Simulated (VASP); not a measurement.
A run of VASP 6.6.1 is set up as follows.

INCAR

```
  PREC = Accurate
  ENCUT = 600
  EDIFF = 1E-6
  ISMEAR = 1
  SIGMA = 0.1
  LREAL = F
  LASPH = T
  NELM = 200
  ALGO = Normal
  ISIF = 2
  LWAVE = F
  LCHARG = F
  ISPIN = 2
  MAGMOM = 3.5 2.5
  LORBIT = 11
  LMAXMIX = 4
  GGA = PS
  NBANDS = 20
  GGA_COMPAT = F
```

The input KPOINTS:

```
regular mesh
0
Gamma
  9 9 9
```

The input POSCAR:

```
FeCo
1.0
    2.8570000000      0.0000000000      0.0000000000
    0.0000000000      2.8570000000      0.0000000000
    0.0000000000      0.0000000000      2.8570000000
Fe Co
1 1
Direct
    0.5000000000      0.5000000000      0.5000000000
    0.0000000000      0.0000000000      0.0000000000
```

Potentials or basis: VASP PAW PBE potentials, release 64 (Fe, Co).

Launch:

```bash
$ cat potpaw_PBE.64/Fe/POTCAR potpaw_PBE.64/Co/POTCAR > POTCAR
$ mpirun -np 1 vasp_std > vasp.out
```

Estimate the site moments.

Fe +2.77; Co +1.76 μB.

Predict the pressure.

-11.7 GPa.

Predict the net moment.

4.52 μB per cell.

Caveat: the PAW data sets were made with another functional, which shifts forces and pressure a little.
